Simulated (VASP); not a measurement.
A run of VASP 6.6.1 is set up as follows.

File INCAR:

```
ALGO     = Normal         # electronic algorithm
EDIFF    = 1E-6           # SCF threshold, eV
ENCUT    = 500            # plane-wave cutoff, eV
GGA      = CA             # functional
GGA_COMPAT= F            
ISIF     = 2              # what is computed and relaxed
ISMEAR   = 0              # smearing method
LASPH    = T              # aspherical terms in the spheres
LCHARG   = T              # write CHGCAR
LELF     = T              # ELF
LREAL    = F              # projectors in reciprocal space
LVHAR    = T            
LWAVE    = F              # write WAVECAR
NBANDS   = 16             # bands
NELM     = 120            # most SCF steps
PREC     = Accurate       # precision mode
SIGMA    = 0.02           # smearing width, eV
```

KPOINTS

```
k-points
0
Gamma
  12 12 6
```

Contents of POSCAR:

```
Si
1.0
    3.8014667512      0.0000000000      0.0000000000
   -1.9007333756      3.2921667782      0.0000000000
    0.0000000000      0.0000000000      6.2900482936
Si
4
Direct
    0.3333333333      0.6666666667      0.0000665484
    0.6666666667      0.3333333333      0.5000665484
    0.3333333333      0.6666666667      0.3739334516
    0.6666666667      0.3333333333      0.8739334516
```

Potentials or basis: VASP PAW LDA potentials, release 64 (Si).

Launch:

```sh
$ cat potpaw_LDA.64/Si/POTCAR > POTCAR
$ mpirun -np 1 vasp_std > vasp.out
```

Estimate the band gap on the k mesh.

0.27 eV (least direct gap 1.00 eV).

Predict the pressure.

0.1 GPa.

A k mesh can miss the band edges.
